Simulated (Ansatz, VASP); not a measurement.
# Two plane-wave programs on TiCo

```
Ti Co
1.0
     2.98559    0.00000    0.00000
     0.00000    2.98559    0.00000
     0.00000    0.00000    2.98559
Ti Co
1 1
Direct
  0.00000 0.00000 0.00000
  0.50000 0.50000 0.50000
```

Alike in both runs: task single point; functional r2SCAN; k mesh 14 × 14 × 14; occupations gaussian, width 0.1 eV; collinear spin.

|  | VASP | Ansatz |
| --- | --- | --- |
| version | VASP 6.6.1 | Ansatz 0.2.0 |
| potentials or method | VASP PAW PBE potentials, release 64 (Ti_sv, Co), cutoff 520 eV | scalar-relativistic, plane waves, PAW |
| valence electrons in the cell | 21 | 29 |

```tsv
	VASP	Ansatz	Ansatz less VASP
gap on the k mesh at the Fermi level (eV)	none	none	-
pressure (GPa)	0.9	0.5	-0.35
net moment per atom (μB)	0.45	0.45	-0.001
size of the moment on the site where the two differ most (μB)	1.38	1.41	+0.029
```

VASP's potentials were made for PBE, not for r2SCAN. Site moments also hang on the region over which each program counts them. A gap of «none» marks a metal or a gap that the smearing closes. VASP's potentials hold 21 valence electrons a cell and Ansatz's 29, so a difference there can come from the potentials and not from the codes. Ansatz's warnings: stability check not made.
